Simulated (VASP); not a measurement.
# CdTe (F-43m) in VASP: further runs

The runs below take CdTe through single point, with r2SCAN.

All numbers are computed with VASP 6.6.1; they aren't measurements. Logs are shortened: lines on timing, memory, paths and dates and some standing lists are left out, and cuts for length are marked.

### 1 The cell of the first run

Symmetry: F-43m, No. 216, cubic system. Conventional cell: a = 6.090 Å, b = 6.090 Å, c = 6.090 Å, α = 90.00°, β = 90.00°, γ = 90.00°. Cd (site symmetry -43m) has 4 Te at 2.64 Å within 3.5 Å. Within 3.5 Å of Te (site symmetry -43m) lie 4 Cd at 2.64 Å.

### 2 Single point, r2SCAN (strain -0.050 along x and y, -0.050 along z)

Input file POSCAR:

```
CdTe
1.0
    0.0000000000      3.0447500000      3.0447500000
    3.0447500000      0.0000000000      3.0447500000
    3.0447500000      3.0447500000      0.0000000000
Cd Te
1 1
Direct
    0.0000000000      0.0000000000      0.0000000000
    0.7500000000      0.7500000000      0.7500000000
```

Input file INCAR.step1:

```
SYSTEM = CdTe
ALGO = Normal ; EDIFF = 1E-4
ENCUT = 520 ; GGA = PE
ISMEAR = 0 ; LASPH = .True.
LCHARG = .False. ; LREAL = .False.
LWAVE = .True. ; NBANDS = 16
NELM = 60 ; PREC = Accurate
SIGMA = 0.05
```

Input file INCAR.step2:

```
SYSTEM = CdTe
ALGO = Normal ; EDIFF = 1E-7
ENCUT = 520 ; ISIF = 2
ISMEAR = 0 ; ISTART = 1
LASPH = .True. ; LCHARG = .False.
LMIXTAU = .True. ; LREAL = .False.
LWAVE = .False. ; METAGGA = R2SCAN
NBANDS = 16 ; NELM = 60
PREC = Accurate ; SIGMA = 0.05
```

Input file KPOINTS:

```
k-points
0
Gamma
  8 8 8
  0 0 0
```

Potentials or basis: VASP PAW PBE potentials, release 64 (Cd, Te).

The run is started by

```
cat potpaw_PBE.64/Cd/POTCAR potpaw_PBE.64/Te/POTCAR > POTCAR
cp INCAR.step1 INCAR
mpirun -np 1 vasp_std > vasp.out
cp INCAR.step2 INCAR
mpirun -np 1 vasp_std > vasp.out
```

OUTCAR:

```text
SYSTEM = CdTe
   EDIFF = 1E-7
   ENCUT = 520
   ISIF = 2
   ISMEAR = 0
   ISTART = 1
   LASPH = .True.
   LREAL = .False.
   METAGGA = R2SCAN
   NELM = 60
   PREC = Accurate

 ion  position               nearest neighbor table
   1  0.000  0.000  0.000-   2 2.64   2 2.64   2 2.64   2 2.64
   2  0.750  0.750  0.750-   1 2.64   1 2.64   1 2.64   1 2.64

  LATTYP: Found a face centered cubic cell.
 ALAT       =     6.0895000000

  Lattice vectors:

 A1 = (   0.0000000000,   3.0447500000,   3.0447500000)
 A2 = (   3.0447500000,   0.0000000000,   3.0447500000)
 A3 = (   3.0447500000,   3.0447500000,   0.0000000000)

Analysis of symmetry for initial positions (statically):
=====================================================================
 Subroutine PRICEL returns:
 Original cell was already a primitive cell.

 Routine SETGRP: Setting up the symmetry group for a
 face centered cubic supercell.

 Subroutine GETGRP returns: Found 24 space group operations
 (whereof 24 operations were pure point group operations)
 out of a pool of 48 trial point group operations.

The static configuration has the point symmetry T_d .

Analysis of symmetry for dynamics (positions and initial velocities):
=====================================================================
 Subroutine PRICEL returns:
 Original cell was already a primitive cell.

 Routine SETGRP: Setting up the symmetry group for a
 face centered cubic supercell.

 Subroutine GETGRP returns: Found 24 space group operations
 (whereof 24 operations were pure point group operations)
 out of a pool of 48 trial point group operations.

The dynamic configuration has the point symmetry T_d .

 Subroutine INISYM returns: Found 24 space group operations
 (whereof 24 operations are pure point group operations),
 and found     1 'primitive' translations

----------------------------------------------------------------------------------------

                                     Primitive cell

  volume of cell :      56.4527

  direct lattice vectors                    reciprocal lattice vectors
     0.000000000  3.044750000  3.044750000    -0.164217095  0.164217095  0.164217095
     3.044750000  0.000000000  3.044750000     0.164217095 -0.164217095  0.164217095
     3.044750000  3.044750000  0.000000000     0.164217095  0.164217095 -0.164217095

  length of vectors
     4.305926744  4.305926744  4.305926744     0.284432352  0.284432352  0.284432352

  position of ions in fractional coordinates (direct lattice)
     0.000000000  0.000000000  0.000000000
     0.750000000  0.750000000  0.750000000

  ion indices of the primitive-cell ions
   primitive index   ion index
                 1           1
                 2           2

----------------------------------------------------------------------------------------

 KPOINTS: k-points

Automatic generation of k-mesh.
 Grid dimensions read from file:
 generate k-points for:    8    8    8

 Generating k-lattice:

  Cartesian coordinates                     Fractional coordinates (reciprocal lattice)
    -0.020527137  0.020527137  0.020527137     0.125000000  0.000000000  0.000000000
     0.020527137 -0.020527137  0.020527137     0.000000000  0.125000000  0.000000000
     0.020527137  0.020527137 -0.020527137     0.000000000  0.000000000  0.125000000

  Length of vectors
     0.035554044  0.035554044  0.035554044

  Shift w.r.t. Gamma in fractional coordinates (k-lattice)
     0.000000000  0.000000000  0.000000000

 Subroutine IBZKPT returns following result:
 ===========================================

 Found     29 irreducible k-points:

 Following reciprocal coordinates:
            Coordinates               Weight
  0.000000  0.000000  0.000000      1.000000
  0.125000  0.000000  0.000000      8.000000
  0.250000  0.000000  0.000000      8.000000
  0.375000  0.000000  0.000000      8.000000
  0.500000  0.000000  0.000000      4.000000
  0.125000  0.125000  0.000000      6.000000
[... 16 lines left out ...]
  0.500000  0.250000  0.125000     48.000000
 -0.375000  0.250000  0.125000     24.000000
 [... further k-points ...]
   k-points           NKPTS =     29   k-points in BZ     NKDIM =     29   number of bands    NBANDS=     16
   number of dos      NEDOS =    301   number of ions     NIONS =      2
   total plane-waves  NPLWV =  32768
   dimension x,y,z NGX =    32 NGY =   32 NGZ =   32
   dimension x,y,z NGXF=    64 NGYF=   64 NGZF=   64
   ions per type =               1   1
   NGX,Y,Z   is equivalent  to a cutoff of  12.35, 12.35, 12.35 a.u.
   NGXF,Y,Z  is equivalent  to a cutoff of  24.71, 24.71, 24.71 a.u.
 SYSTEM =  CdTe
   PREC   = accura    normal or accurate (medium, high low for compatibility)
   ISTART =      1    job   : 0-new  1-cont  2-samecut
   ICHARG =      0    charge: 1-file 2-atom 10-const
   ISPIN  =      1    spin polarized calculation?
   LNONCOLLINEAR =      F non collinear calculations
   LSORBIT =      F    spin-orbit coupling
   LASPH  =      T    aspherical Exc in radial PAW
   ENCUT  =  520.0 eV  38.22 Ry    6.18 a.u.   8.01  8.01  8.01*2*pi/ulx,y,z
   NELM   =     60;   NELMIN=  2; NELMDL=  0     # of ELM steps
   EDIFF  = 0.1E-06   stopping-criterion for ELM
   LREAL  =      F    real-space projection
   EDIFFG = 0.1E-05   stopping-criterion for IOM
   NSW    =      0    number of steps for IOM
   IBRION =     -1    ionic relax: 0-MD 1-quasi-New 2-CG
   NFREE  =      0    steps in history (QN), initial steepest desc. (CG)
   ISIF   =      2    stress and relaxation
   ISYM   =      2    0-nonsym 1-usesym 2-fastsym
   POTIM  = 0.5000    time-step for ionic-motion
   TEBEG  =    0.0;   TEEND  =   0.0 temperature during run
   PSTRESS=    0.0 pullay stress
   NELECT =      18.0000    total number of electrons
   NUPDOWN=      -1.0000    fix difference up-down
   EMIN   =  10.00;   EMAX   =-10.00  energy-range for DOS
   EFERMI =   0.00;   METHOD = LEGACY
   ISMEAR =     0;   SIGMA  =   0.05  broadening in eV -4-tet -1-fermi 0-gaus
   EFERMI_NEDOS =   21; number of points for ismear=-14 and -15
   IALGO  =     38    algorithm
   IMIX   =      4    mixing-type and parameters
     AMIX     =   0.40;   BMIX     =  1.00
     AMIX_MAG =   1.60;   BMIX_MAG =  1.00
  volume/ion in A,a.u.               =      28.23       190.48
  Fermi-wavevector in a.u.,A,eV,Ry     =   1.118418  2.113503 17.018958  1.250858
  Thomas-Fermi vector in A             =   2.255049
   LORBIT       =      0    0 simple, 1 ext, 2 COOP (PROOUT), +10 PAW based schemes
   METAGGA = R2SCAN    functional components
   LHFCALC =     F    Hartree Fock is set to
   AEXX    =    0.0000 exact exchange contribution
   IVDW    =     0    specifies the selected vdW correction
   LEPSILON=     F    determine dielectric tensor
   LRPA    =     F    only Hartree local field effects (RPA)
 non-spin polarized calculation
 Gauss-broadening in eV      SIGMA  =   0.05
  energy-cutoff  :      520.00
  volume of cell :       56.45
 maximum number of plane-waves:      1540
   NGX = 17   NGY = 17   NGZ = 17

 number of electron      18.0000002 magnetization

 Free energy of the ion-electron system (eV)
  ---------------------------------------------------
  ext. energy  EPLUGINS =         0.00000000
  ---------------------------------------------------
  free energy    TOTEN  =       -46.09615273 eV

  energy without entropy =      -46.09615273  energy(sigma->0) =      -46.09615273

 E-fermi :   4.3044     XC(G=0): -10.0123

 val. band max:        4.0557635829   @ k =   0.0000   0.0000   0.0000
 cond. band min:       5.9567141129   @ k =   0.0000   0.0000   0.0000
 fundamental gap:      1.9009505300
 Fermi energy:         4.3043778169

 k-point     1 :       0.0000    0.0000    0.0000
  band No.  band energies     occupation
      1      -8.8054      2.00000
      2      -5.3759      2.00000
      3      -5.3759      2.00000
      4      -5.3759      2.00000
      5      -4.9115      2.00000
      6      -4.9115      2.00000
[... 8 lines left out ...]
     15      14.1828      0.00000
     16      14.1828      0.00000

 k-point     2 :       0.1250    0.0000    0.0000
  band No.  band energies     occupation
      1      -8.7156      2.00000
      2      -5.3564      2.00000
      3      -5.3564      2.00000
      4      -5.3200      2.00000
      5      -4.9135      2.00000
      6      -4.9135      2.00000
[... 8 lines left out ...]
     15      13.2262      0.00000
     16      13.2262      0.00000

 k-point     3 :       0.2500    0.0000    0.0000
  band No.  band energies     occupation
      1      -8.4959      2.00000
      2      -5.3129      2.00000
      3      -5.3129      2.00000
      4      -5.1092      2.00000
      5      -4.9135      2.00000
      6      -4.9135      2.00000
[... 8 lines left out ...]
     15      13.0295      0.00000
     16      13.0295      0.00000

 k-point     4 :       0.3750    0.0000    0.0000
  band No.  band energies     occupation
      1      -8.2774      2.00000
      2      -5.2767      2.00000
      3      -5.2767      2.00000
      4      -4.9039      2.00000
      5      -4.9039      2.00000
      6      -4.6882      2.00000
[... 8 lines left out ...]
     15      14.0873      0.00000
     16      14.0873      0.00000
[... 324 lines left out ...]
 k-point    22 :       0.3750    0.2500    0.1250
  band No.  band energies     occupation
      1      -8.3348      2.00000
      2      -5.2659      2.00000
      3      -5.2432      2.00000
      4      -5.0490      2.00000
      5      -4.9003      2.00000
      6      -4.8320      2.00000
[... 8 lines left out ...]
     15      14.8991      0.00000
     16      15.6397      0.00000

 k-point    23 :       0.5000    0.2500    0.1250
  band No.  band energies     occupation
      1      -8.1651      2.00000
      2      -5.2304      2.00000
      3      -5.2121      2.00000
      4      -4.9747      2.00000
      5      -4.8970      2.00000
      6      -4.4826      2.00000
[... 8 lines left out ...]
     15      15.0762      0.00000
     16      15.7942      0.00000

 k-point    24 :      -0.3750    0.2500    0.1250
  band No.  band energies     occupation
      1      -8.0975      2.00000
      2      -5.2226      2.00000
      3      -5.1981      2.00000
      4      -4.9454      2.00000
      5      -4.9054      2.00000
      6      -4.1988      2.00000
[... 8 lines left out ...]
     15      14.9209      0.00000
     16      15.9368      0.00000

 [... further k-points ...]
[... 5 lines left out ...]
  --------------------------------------------------------------------------------------
  -------------------------------------------------------------------------------------
  Total        5.3836117      5.3836117      5.3836117     -0.0000000      0.0000000     -0.0000000
  in kB      152.7915722    152.7915722    152.7915722     -0.0000000      0.0000000     -0.0000000
  external PRESSURE =     152.7915722 kB  Pullay stress =       0.0000000 kB

 VOLUME and BASIS-vectors are now :
 -----------------------------------------------------------------------------
  energy-cutoff  :      520.00
  volume of cell :       56.45
      direct lattice vectors                 reciprocal lattice vectors
     0.000000000  3.044750000  3.044750000    -0.164217095  0.164217095  0.164217095
     3.044750000  0.000000000  3.044750000     0.164217095 -0.164217095  0.164217095
     3.044750000  3.044750000  0.000000000     0.164217095  0.164217095 -0.164217095

 POSITION                                       TOTAL-FORCE (eV/Angst)
 -----------------------------------------------------------------------------------
      0.00000      0.00000      0.00000         0.000000      0.000000      0.000000
      4.56712      4.56712      4.56712        -0.000000     -0.000000     -0.000000
 -----------------------------------------------------------------------------------
    total drift:                                0.000004      0.000004      0.000004

  FREE ENERGIE OF THE ION-ELECTRON SYSTEM (eV)
  ---------------------------------------------------
  free  energy   TOTEN  =       -46.0961527328 eV

  energy  without entropy=      -46.0961527328  energy(sigma->0) =      -46.09615273
```

Wall time 35 s (1 thread of Intel Xeon 6975P-C (Granite Rapids), shared host); peak memory 0.19 GiB.

Results:

| Item | Value |
| --- | --- |
| Free energy | -46.0962 eV |
| Pressure | 15.3 GPa |
| Band gap on the k mesh | 1.90 eV, direct |

Caveat: the cell differs from its parent crystal (strain -0.050 along x and y, -0.050 along z); the PAW data sets were made with another functional, which shifts forces and pressure a little; spin-orbit coupling is left out, which moves the levels of the heavy elements. A k mesh can miss the band edges.

### 3 Single point, r2SCAN (strain -0.025 along x and y, -0.025 along z)

Input file POSCAR:

```
CdTe
1.0
    0.0000000000      3.1248750000      3.1248750000
    3.1248750000      0.0000000000      3.1248750000
    3.1248750000      3.1248750000      0.0000000000
Cd Te
1 1
Direct
    0.0000000000      0.0000000000      0.0000000000
    0.7500000000      0.7500000000      0.7500000000
```

Input file INCAR.step1:

```
PREC = Accurate ; ENCUT = 520
ISMEAR = 0 ; SIGMA = 0.05
LREAL = False ; LASPH = True
NELM = 60 ; NBANDS = 16
GGA = PE ; ALGO = Normal
EDIFF = 1E-4 ; LWAVE = True
LCHARG = False
```

Input file INCAR.step2:

```
PREC = Accurate ; ENCUT = 520
EDIFF = 1E-7 ; ISMEAR = 0
SIGMA = 0.05 ; LREAL = False
LASPH = True ; NELM = 60
ALGO = Normal ; ISIF = 2
LWAVE = False ; LCHARG = True
METAGGA = R2SCAN ; LMIXTAU = True
LELF = True ; LVHAR = True
NBANDS = 16 ; ISTART = 1
```

Input file KPOINTS:

```
Automatic mesh
0
Gamma
  8 8 8
```

Potentials or basis: VASP PAW PBE potentials, release 64 (Cd, Te).

The run is started by

```
cat potpaw_PBE.64/Cd/POTCAR potpaw_PBE.64/Te/POTCAR > POTCAR
cp INCAR.step1 INCAR
mpirun -np 1 vasp_std > vasp.out
cp INCAR.step2 INCAR
mpirun -np 1 vasp_std > vasp.out
```

Wall time 63 s (1 thread of Intel Xeon 6975P-C (Granite Rapids), shared host); peak memory 0.21 GiB.

Results (log left out):

```yaml
Free_energy: -46.4268 eV
Pressure: 8.3 GPa
Band_gap_on_the_k_mesh: 1.64 eV, direct
```

Levels at points of the mesh, in eV from the valence-band top:
```
           k point  band 6  band 7  band 8  band 9  band 10  band 11  band 12  band 13
(0.00, 0.00, 0.00)   -8.63    0.00    0.00    0.00     1.64     4.92     4.92     4.92
(0.50, 0.00, 0.00)   -8.15   -5.21   -0.98   -0.98     2.35     5.51     5.51     7.45
(0.50, 0.50, 0.00)   -7.96   -4.95   -2.34   -2.34     2.62     2.92    10.17    10.39
```

Caveat: the cell differs from its parent crystal (strain -0.025 along x and y, -0.025 along z); the PAW data sets were made with another functional, which shifts forces and pressure a little; spin-orbit coupling is left out, which moves the levels of the heavy elements.
